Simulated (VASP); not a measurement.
# W (Im-3m) in VASP: notebook, part 2 of 2

VASP 6.6.1. Earlier steps stand in the parts before.

## 3. Single point, LDA

This run uses another cell than the first one, of 16.16 Å³/atom, 1.041 times its volume.

INCAR reads:

```
  ALGO = Fast
  EDIFF = 1E-6
  ENCUT = 520
  GGA = CA
  ISIF = 2
  ISMEAR = -1
  LASPH = True
  LCHARG = False
  LREAL = False
  LWAVE = False
  NBANDS = 13
  NELM = 60
  PREC = Accurate
  SIGMA = 0.05
```

KPOINTS reads:

```
k-points
0
Gamma
  12 12 12
```

POSCAR reads:

```
W
1.0
   -1.5928244114      1.5928244114      1.5928244114
    1.5928244114     -1.5928244114      1.5928244114
    1.5928244114      1.5928244114     -1.5928244114
W
1
Direct
    0.0000000000      0.0000000000      0.0000000000
```

Potentials or basis: VASP PAW LDA potentials, release 64 (W_sv).

Command:

```
> cat potpaw_LDA.64/W_sv/POTCAR > POTCAR
> mpirun -np 1 vasp_std > vasp.out
```

OUTCAR:

```text
EDIFF = 1E-6
   ENCUT = 520
   GGA = CA
   ISIF = 2
   ISMEAR = -1
   LASPH = True
   LREAL = False
   NELM = 60
   PREC = Accurate

 ion  position               nearest neighbor table
   1  0.000  0.000  0.000-

  LATTYP: Found a body centered cubic cell.
 ALAT       =     3.1856488228

  Lattice vectors:

 A1 = (  -1.5928244114,   1.5928244114,   1.5928244114)
 A2 = (   1.5928244114,  -1.5928244114,   1.5928244114)
 A3 = (   1.5928244114,   1.5928244114,  -1.5928244114)

Analysis of symmetry for initial positions (statically):
=====================================================================
 Subroutine PRICEL returns:
 Original cell was already a primitive cell.

 Routine SETGRP: Setting up the symmetry group for a
 body centered cubic supercell.

 Subroutine GETGRP returns: Found 48 space group operations
 (whereof 48 operations were pure point group operations)
 out of a pool of 48 trial point group operations.

The static configuration has the point symmetry O_h .

Analysis of symmetry for dynamics (positions and initial velocities):
=====================================================================
 Subroutine PRICEL returns:
 Original cell was already a primitive cell.

 Routine SETGRP: Setting up the symmetry group for a
 body centered cubic supercell.

 Subroutine GETGRP returns: Found 48 space group operations
 (whereof 48 operations were pure point group operations)
 out of a pool of 48 trial point group operations.

The dynamic configuration has the point symmetry O_h .

 Subroutine INISYM returns: Found 48 space group operations
 (whereof 48 operations are pure point group operations),
 and found     1 'primitive' translations

----------------------------------------------------------------------------------------

                                     Primitive cell

  volume of cell :      16.1646

[... 107 lines left out ...]
  volume/ion in A,a.u.               =      16.16       109.08
  Fermi-wavevector in a.u.,A,eV,Ry     =   1.560497  2.948912 33.132240  2.435151
  Thomas-Fermi vector in A             =   2.663700
   LORBIT       =      0    0 simple, 1 ext, 2 COOP (PROOUT), +10 PAW based schemes
   GGA     = CA    functional components
   LHFCALC =     F    Hartree Fock is set to
   AEXX    =    0.0000 exact exchange contribution
   IVDW    =     0    specifies the selected vdW correction
   LEPSILON=     F    determine dielectric tensor
   LRPA    =     F    only Hartree local field effects (RPA)
 non-spin polarized calculation
 RMM-DIIS sequential band-by-band and
  energy-cutoff  :      520.00
  volume of cell :       16.16
 maximum number of plane-waves:       466
 NGX is ok and might be reduce to    24
   NGX = 11   NGY = 11   NGZ = 11

 number of electron      14.0000002 magnetization

 Free energy of the ion-electron system (eV)
  ---------------------------------------------------
  ext. energy  EPLUGINS =         0.00000000
  ---------------------------------------------------
  free energy    TOTEN  =       -14.07945582 eV

  energy without entropy =      -14.07413424  energy(sigma->0) =      -14.07679503

 E-fermi :  10.9667     XC(G=0): -13.7195

 val. band max:       10.9393756208   @ k =  -0.1667   0.1667   0.0833
 cond. band min:      10.9674093869   @ k =   0.4167   0.0833  -0.0000
 fundamental gap:      0.0280337661
 Fermi energy:        10.9667139911

 k-point     1 :       0.0000    0.0000    0.0000
  band No.  band energies     occupation
      1     -62.7350      2.00000
      2     -26.5715      2.00000
      3     -26.5715      2.00000
      4     -26.5715      2.00000
      5       1.5940      2.00000
      6       9.8085      2.00000
      7       9.8085      2.00000
      8       9.8085      2.00000
      9      13.1717      0.00000
     10      13.1717      0.00000
     11      25.5660      0.00000
     12      25.5660      0.00000
     13      25.5660      0.00000
[... 354 lines left out ...]
  band No.  band energies     occupation
      1     -62.6059      2.00000
      2     -27.7192      2.00000
      3     -27.0285      2.00000
      4     -26.6604      2.00000
      5       5.5548      2.00000
      6       7.5089      2.00000
      7      10.8329      1.87115
      8      13.3042      0.00000
      9      14.0384      0.00000
     10      18.2891      0.00000
     11      20.6880      0.00000
     12      23.2356      0.00000
     13      26.8290      0.00000

 [... further k-points ...]
[... 5 lines left out ...]
  --------------------------------------------------------------------------------------
  -------------------------------------------------------------------------------------
  Total       -1.3110661     -1.3110661     -1.3110661      0.0000000      0.0000000     -0.0000000
  in kB     -129.9485645   -129.9485645   -129.9485645      0.0000000      0.0000000     -0.0000000
  external PRESSURE =    -129.9485645 kB  Pullay stress =       0.0000000 kB

 VOLUME and BASIS-vectors are now :
 -----------------------------------------------------------------------------
  energy-cutoff  :      520.00
  volume of cell :       16.16
      direct lattice vectors                 reciprocal lattice vectors
    -1.592824411  1.592824411  1.592824411     0.000000000  0.313907796  0.313907796
     1.592824411 -1.592824411  1.592824411     0.313907796  0.000000000  0.313907796
     1.592824411  1.592824411 -1.592824411     0.313907796  0.313907796  0.000000000

 POSITION                                       TOTAL-FORCE (eV/Angst)
 -----------------------------------------------------------------------------------
      0.00000      0.00000      0.00000        -0.000000     -0.000000      0.000000
 -----------------------------------------------------------------------------------
    total drift:                                0.000000      0.000000     -0.000000

  FREE ENERGIE OF THE ION-ELECTRON SYSTEM (eV)
  ---------------------------------------------------
  free  energy   TOTEN  =       -14.0794558234 eV

  energy  without entropy=      -14.0741342431  energy(sigma->0) =      -14.07679503
```

OSZICAR:

```text
N       E                     dE             d eps       ncg     rms          rms(c)
DAV:   1     0.837803373072E+02    0.83780E+02   -0.74928E+03  1872   0.121E+03
DAV:   2    -0.131182358854E+02   -0.96899E+02   -0.93207E+02  2127   0.316E+02
DAV:   3    -0.147818810238E+02   -0.16636E+01   -0.16583E+01  2027   0.402E+01
DAV:   4    -0.147883223548E+02   -0.64413E-02   -0.64413E-02  2032   0.279E+00
DAV:   5    -0.147883768822E+02   -0.54527E-04   -0.54526E-04  2112   0.241E-01    0.203E+01
RMM:   6    -0.142261752987E+02    0.56220E+00   -0.43656E-01  2039   0.588E+00    0.820E+00
RMM:   7    -0.140839709882E+02    0.14220E+00   -0.29295E-01  2036   0.476E+00    0.874E-01
RMM:   8    -0.140798681329E+02    0.41029E-02   -0.11287E-02  2261   0.117E+00    0.234E-01
RMM:   9    -0.140794668011E+02    0.40133E-03   -0.15392E-03  2182   0.459E-01    0.327E-02
RMM:  10    -0.140794566904E+02    0.10111E-04   -0.17974E-04  2276   0.168E-01    0.185E-02
RMM:  11    -0.140794555792E+02    0.11113E-05   -0.32862E-05  2328   0.706E-02    0.465E-03
RMM:  12    -0.140794558234E+02   -0.24422E-06   -0.58110E-06  2092   0.315E-02
   1 F= -.14079456E+02 E0= -.14076795E+02  d E =-.532158E-02
```

stdout:

```text
POSCAR found type information on POSCAR W
 POSCAR found :  1 types and       1 ions
 scaLAPACK will be used
 LDA part: xc-table for (Slater(with rela. corr.)+CA(PZ))
 , standard interpolation
 POSCAR, INCAR and KPOINTS ok, starting setup
 FFT: planning ... GRIDC
 FFT: planning ... GRID_SOFT
 FFT: planning ... GRID
 WAVECAR not read
 entering main loop
```

It took 5.4 s on 1 thread of Intel Xeon 6975P-C (Granite Rapids), shared host; peak memory 0.13 GiB.

Results:

| Item | Value |
| --- | --- |
| Free energy | -14.0795 eV |
| Pressure | -13.0 GPa |
| Band gap on the k mesh | zero (band 7 reaches 16.04 eV, above the bottom of band 8 at 9.81 eV) |

Levels at points of the mesh, in eV from the Fermi level:
```tsv
k point	band 4	band 5	band 6	band 7	band 8	band 9	band 10	band 11
(0.00, 0.00, 0.00)	-37.54	-9.37	-1.16	-1.16	-1.16	2.20	2.20	14.60
(0.50, 0.00, 0.00)	-37.54	-6.06	-3.42	0.83	2.10	3.03	6.03	10.83
(0.50, 0.50, 0.50)	-38.40	-5.63	-5.63	5.07	5.07	5.07	8.26	8.26
```

Caveat: spin-orbit coupling is left out, which moves the levels of the heavy elements.

## 4. Single point, LDA

This run uses another cell than the first one, of 16.48 Å³/atom, 1.061 times its volume.

INCAR reads:

```
SYSTEM = W
ALGO = Normal
EDIFF = 1E-6
ENCUT = 520
ISIF = 2
ISMEAR = -1
LASPH = .TRUE.
LCHARG = .TRUE.
LELF = .TRUE.
LREAL = .FALSE.
LVHAR = .TRUE.
LWAVE = .FALSE.
NBANDS = 13
NELM = 80
PREC = Accurate
SIGMA = 0.05
```

KPOINTS reads:

```
k-points
0
G
  12 12 12
  0 0 0
```

POSCAR reads:

```
W
1.0
   -1.6031677168      1.6031677168      1.6031677168
    1.6031677168     -1.6031677168      1.6031677168
    1.6031677168      1.6031677168     -1.6031677168
W
1
Direct
    0.0000000000      0.0000000000      0.0000000000
```

Command:

```
> cat potpaw_LDA.64/W_sv/POTCAR > POTCAR
> mpirun -np 1 vasp_std > vasp.out
```

It took 4.7 s on 1 thread of Intel Xeon 6975P-C (Granite Rapids), shared host; peak memory 0.14 GiB.

It converged, with:

```
Free energy            : -14.0489 eV
Pressure               : -18.1 GPa
Band gap on the k mesh : zero (band 7 reaches 15.62 eV, above the bottom of band 8 at 9.56 eV)
```

Levels at points of the mesh, in eV from the Fermi level:
| k point | band 4 | band 5 | band 6 | band 7 | band 8 | band 9 | band 10 | band 11 |
| --- | --- | --- | --- | --- | --- | --- | --- | --- |
| (0.00, 0.00, 0.00) | -37.58 | -9.25 | -1.11 | -1.11 | -1.11 | 2.17 | 2.17 | 14.57 |
| (0.50, 0.00, 0.00) | -37.58 | -5.92 | -3.32 | 0.79 | 2.06 | 2.97 | 5.87 | 10.54 |
| (0.50, 0.50, 0.50) | -38.39 | -5.46 | -5.46 | 4.95 | 4.95 | 4.95 | 8.13 | 8.13 |

Caveat: spin-orbit coupling is left out, which moves the levels of the heavy elements.

## 5. Single point, LDA

This run uses another cell than the first one, of 16.80 Å³/atom, 1.082 times its volume.

INCAR reads:

```
SYSTEM = W
PREC = Accurate
ENCUT = 520
EDIFF = 1E-6
ISMEAR = -1
SIGMA = 0.05
LREAL = .False.
LASPH = .True.
NELM = 60
ALGO = Normal
ISIF = 2
LWAVE = .False.
LCHARG = .False.
GGA = CA
NBANDS = 13
```

KPOINTS reads:

```
Automatic mesh
0
Gamma
  12 12 12
  0 0 0
```

POSCAR reads:

```
W
1.0
   -1.6133792515      1.6133792515      1.6133792515
    1.6133792515     -1.6133792515      1.6133792515
    1.6133792515      1.6133792515     -1.6133792515
W
1
Direct
    0.0000000000      0.0000000000      0.0000000000
```

Command:

```
> cat potpaw_LDA.64/W_sv/POTCAR > POTCAR
> mpirun -np 1 vasp_std > vasp.out
```

Wall time 4.4 s (1 thread of Intel Xeon 6975P-C (Granite Rapids), shared host); peak memory 0.13 GiB.

It converged, with:

- Free energy: -14.0087 eV
- Pressure: -22.7 GPa
- Band gap on the k mesh: zero (band 7 reaches 15.22 eV, above the bottom of band 8 at 9.32 eV)

Levels at points of the mesh, in eV from the Fermi level:
```
           k point  band 5  band 6  band 7  band 8  band 9  band 10
(0.00, 0.00, 0.00)   -9.13   -1.07   -1.07   -1.07    2.14     2.14
(0.50, 0.00, 0.00)   -5.79   -3.22    0.75    2.01    2.90     5.72
(0.50, 0.50, 0.50)   -5.30   -5.30    4.83    4.83    4.83     8.00
```

Caveat: spin-orbit coupling is left out, which moves the levels of the heavy elements.

## 6. Single point, r2SCAN

This run uses another cell than the first one, of 14.90 Å³/atom, 0.959 times its volume.

POSCAR reads:

```
W
1.0
   -1.5500431812      1.5500431812      1.5500431812
    1.5500431812     -1.5500431812      1.5500431812
    1.5500431812      1.5500431812     -1.5500431812
W
1
Direct
    0.0000000000      0.0000000000      0.0000000000
```

INCAR.step1 reads:

```
SYSTEM = W
PREC     = Accurate       ! precision mode
ENCUT    = 520            ! plane-wave cutoff, eV
ISMEAR   = -1             ! smearing method
SIGMA    = 0.05           ! smearing width, eV
LREAL    = .FALSE.        ! projectors in reciprocal space
LASPH    = .TRUE.         ! aspherical terms in the spheres
NELM     = 60             ! most SCF steps
NBANDS   = 13             ! bands
GGA      = PE             ! functional
ALGO     = Normal         ! electronic algorithm
EDIFF    = 1E-4           ! SCF threshold, eV
LWAVE    = .TRUE.         ! write WAVECAR
LCHARG   = .FALSE.        ! write CHGCAR
```

INCAR.step2 reads:

```
SYSTEM = W
PREC     = Accurate       ! precision mode
ENCUT    = 520            ! plane-wave cutoff, eV
EDIFF    = 1E-6           ! SCF threshold, eV
ISMEAR   = -1             ! smearing method
SIGMA    = 0.05           ! smearing width, eV
LREAL    = .FALSE.        ! projectors in reciprocal space
LASPH    = .TRUE.         ! aspherical terms in the spheres
NELM     = 60             ! most SCF steps
ALGO     = Normal         ! electronic algorithm
ISIF     = 2              ! what is computed and relaxed
LWAVE    = .FALSE.        ! write WAVECAR
LCHARG   = .TRUE.         ! write CHGCAR
METAGGA  = R2SCAN         ! meta-GGA
LMIXTAU  = .TRUE.       
LELF     = .TRUE.         ! ELF
LVHAR    = .TRUE.       
NBANDS   = 13             ! bands
ISTART   = 1
```

KPOINTS reads:

```
Automatic mesh
0
G
  12 12 12
  0 0 0
```

Potentials or basis: VASP PAW PBE potentials, release 64 (W_sv).

Command:

```
> cat potpaw_PBE.64/W_sv/POTCAR > POTCAR
> cp INCAR.step1 INCAR
> mpirun -np 1 vasp_std > vasp.out
> cp INCAR.step2 INCAR
> mpirun -np 1 vasp_std > vasp.out
```

It took 21 s on 1 thread of Intel Xeon 6975P-C (Granite Rapids), shared host; peak memory 0.13 GiB.

It converged, with:

* Free energy: -51.2737 eV
* Pressure: 25.7 GPa
* Band gap on the k mesh: zero (band 7 reaches 18.03 eV, above the bottom of band 8 at 10.82 eV)

Levels at points of the mesh, in eV from the Fermi level:
```tsv
k point	band 5	band 6	band 7	band 8	band 9	band 10
(0.00, 0.00, 0.00)	-10.39	-1.31	-1.31	-1.31	2.79	2.79
(0.50, 0.00, 0.00)	-6.91	-3.99	0.87	2.67	3.81	7.01
(0.50, 0.50, 0.50)	-6.49	-6.49	5.90	5.90	5.90	9.18
```

Caveat: the PAW data sets were made with another functional, which shifts forces and pressure a little; spin-orbit coupling is left out, which moves the levels of the heavy elements.

## 7. Summary

| level | potentials or basis | cell | gap on the mesh (eV) | pressure (GPa) |
| --- | --- | --- | --- | --- |
| LDA | VASP PAW LDA potentials, release 64 (W_sv) | a = 2.722 Å, angles 109.5°, 1 atom | none | -1.0 |
| LDA | VASP PAW LDA potentials, release 64 (W_sv) | a = 2.759 Å, angles 109.5°, 1 atom | none | -13.0 |
| LDA | VASP PAW LDA potentials, release 64 (W_sv) | a = 2.777 Å, angles 109.5°, 1 atom | none | -18.1 |
| LDA | VASP PAW LDA potentials, release 64 (W_sv) | a = 2.794 Å, angles 109.5°, 1 atom | none | -22.7 |
| r2SCAN | VASP PAW PBE potentials, release 64 (W_sv) | a = 2.685 Å, angles 109.5°, 1 atom | none | 25.7 |

Alike in all rows: task single point; no spin polarisation; k mesh 12 × 12 × 12; cutoff (eV) 520; smearing fermi-dirac 0.05 eV.

Caveats: spin-orbit coupling is left out, which moves the levels of the heavy elements; the PAW data sets were made with another functional, which shifts forces and pressure a little (some runs).

Total energies depend on the potentials used, so only differences within one code and one set of settings carry meaning.
